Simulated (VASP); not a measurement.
**TiO2: relaxation of cell and atoms with PBEsol**

TiO2:

```xyz
6
Lattice="4.5911 0.0000 0.0000 0.0000 4.5911 0.0000 0.0000 0.0000 2.9392" Properties=species:S:1:pos:R:3 pbc="T T T"
Ti    2.2955    2.2955    1.4696
Ti    0.0000    0.0000    0.0000
O     3.1934    3.1934    0.0000
O     3.6933    0.8978    1.4696
O     1.3977    1.3977    0.0000
O     0.8978    3.6933    1.4696
```

| Item | Value |
| --- | --- |
| Program | VASP 6.6.1 |
| Task | relaxation of cell and atoms |
| Functional | PBEsol |
| Potentials or basis | VASP PAW PBE potentials, release 64 (Ti_sv, O) |
| Cutoff | 600 eV |
| k mesh | 6 × 6 × 10 |
| Occupations | gaussian, width 0.02 eV |
| Spin | no spin polarisation |
| Dipole correction | no |
| Further INCAR settings | ALGO = Normal; EDIFF = 1e-06; IBRION = 2; EDIFFG = -0.01; NSW = 80; ISIF = 3 |

```yaml
Relaxed_volume: 10.34 Å³/atom
Relaxed_cell: a = 4.593 Å, b = 4.593 Å, c = 2.942 Å, α = 90.00°, β = 90.00°, γ = 90.00°
Space_group_after_relaxing_to_0.1_Å: P4_2/mnm (No. 136)
Energy_gained_by_relaxing: 0.0 meV/atom
Ionic_steps: 3
Pressure_after_relaxing: 0.0 GPa
Largest_force_after_relaxing: 0.005 eV/Å
Band_gap_on_the_k_mesh: 1.83 eV
```

Forces in eV/Å, atoms in the order of the input:
```
Ti   0.000  0.000  0.000
Ti   0.000  0.000  0.000
O    0.004  0.004  0.000
O   -0.004  0.004  0.000
O   -0.004 -0.004  0.000
O    0.004 -0.004  0.000
```

The path:
```tsv
step	energy change (eV)	largest force (eV/Å)	pressure (GPa)	volume (Å³)
1	0.0000	0.0239	0.44	61.95
2	0.0002	0.0214	-0.63	62.21
3	-0.0002	0.0052	-0.01	62.06
```

Final structure:
```yaml
crystal:
  lattice:
    - [4.59320, 0.00000, 0.00000]
    - [0.00000, 4.59320, 0.00000]
    - [0.00000, 0.00000, 2.94150]
  atoms:
    - { symbol: Ti, position: [0.50000, 0.50000, 0.50000] }
    - { symbol: Ti, position: [0.00000, 0.00000, 0.00000] }
    - { symbol: O, position: [0.69563, 0.69563, 0.00000] }
    - { symbol: O, position: [0.80437, 0.19563, 0.50000] }
    - { symbol: O, position: [0.30437, 0.30437, 0.00000] }
    - { symbol: O, position: [0.19563, 0.80437, 0.50000] }
```

Levels at points of the mesh, in eV from the valence-band top:
| k point | band 21 | band 22 | band 23 | band 24 | band 25 | band 26 | band 27 | band 28 |
| --- | --- | --- | --- | --- | --- | --- | --- | --- |
| (0.00, 0.00, 0.00) | -0.69 | -0.46 | -0.46 | 0.00 | 1.83 | 2.11 | 2.41 | 2.51 |
| (0.50, 0.00, 0.00) | -1.64 | -1.64 | -0.76 | -0.76 | 2.52 | 2.52 | 3.04 | 3.04 |
| (0.50, 0.50, 0.00) | -1.29 | -1.29 | -1.09 | -1.09 | 1.87 | 1.87 | 2.53 | 2.53 |
| (0.00, 0.00, 0.50) | -2.42 | -2.42 | -1.45 | -1.45 | 2.98 | 2.98 | 3.22 | 3.22 |
| (0.50, 0.00, 0.50) | -2.08 | -2.08 | -1.06 | -1.06 | 1.88 | 1.88 | 3.25 | 3.25 |
| (0.50, 0.50, 0.50) | -1.31 | -1.31 | -0.68 | -0.68 | 2.59 | 2.59 | 3.21 | 3.21 |

Wall time 4.9 min on 1 thread of Intel(R) Xeon(R) Platinum 8488C (Sapphire Rapids) (shared host), peak memory 0.26 GiB.

Caveat: the PAW data sets were made with another functional, which shifts forces and pressure a little. A k mesh can miss the band edges.
